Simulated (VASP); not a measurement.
A run of VASP 6.6.1 is set up as follows.

INCAR

```
SYSTEM = Pb
PREC = Accurate ; ENCUT = 520
EDIFF = 1E-6 ; ISMEAR = 0
SIGMA = 0.15 ; LREAL = .FALSE.
LASPH = .TRUE. ; NELM = 80
ALGO = Fast ; ISIF = 2
LWAVE = .FALSE. ; LCHARG = .FALSE.
GGA = PE ; NBANDS = 13
```

The input KPOINTS:

```
regular mesh
0
G
  16 16 16
  0 0 0
```

File POSCAR:

```
Pb
1.0
    0.0000000000      2.3463100000      2.3463100000
    2.3463100000      0.0000000000      2.3463100000
    2.3463100000      2.3463100000      0.0000000000
Pb
1
Direct
    0.0000000000      0.0000000000      0.0000000000
```

Potentials or basis: VASP PAW PBE potentials, release 64 (Pb_d).

Run with:

```console
$ cat potpaw_PBE.64/Pb_d/POTCAR > POTCAR
$ mpirun -np 1 vasp_std > vasp.out
```

Q: What does it give for the band gap on the k mesh?

A: Zero (bands 7 and 8 overlap by 10.75 eV).

Q: What does it give for the pressure?

A: 14.3 GPa.

Caveat: the cell differs from its parent crystal (strain -0.050 along x and y, -0.050 along z); the cell stands under pressure; spin-orbit coupling is left out, which moves the levels of the heavy elements.
